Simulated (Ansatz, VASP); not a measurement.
Pt: VASP beside Ansatz

```
Pt
1.0
     0.03671    1.95790    1.95790
     1.95790    0.03671    1.95790
     1.99461    1.99461    0.00000
Pt
1
Direct
  0.00000 0.00000 0.00000
```

Change from the starting cell: strain +0.0375 x Voigt [0, 0, 0, 0, 0, 1], atoms carried along.

Alike in both runs: task single point; functional PBEsol; k mesh 20 × 20 × 20; occupations gaussian, width 0.15 eV; no spin polarisation.

```csv
,VASP,Ansatz
version,VASP 6.6.1,Ansatz 0.2.0
potentials or method,"VASP PAW PBE potentials, release 64 (Pt), cutoff 520 eV","scalar-relativistic, plane waves, PAW"
valence electrons in the cell,10,18
```

Ansatz gave:

| Item | Value |
| --- | --- |
| gap on the k mesh at the Fermi level (eV) | none |
| pressure (GPa) | 1.0 |
| traceless stress, the component that is largest in VASP (GPa) | -3.13 |

Problem. Estimate VASP's values.

Solution. gap on the k mesh at the Fermi level (eV): none; pressure (GPa): 0.6; traceless stress, the component that is largest in VASP (GPa): -3.16.

VASP's potentials were made for PBE, not for PBEsol. A gap of «none» marks a metal or a gap that the smearing closes. VASP's potentials hold 10 valence electrons a cell and Ansatz's 18, so a difference there can come from the potentials and not from the codes.

Neither program's run includes spin-orbit coupling.
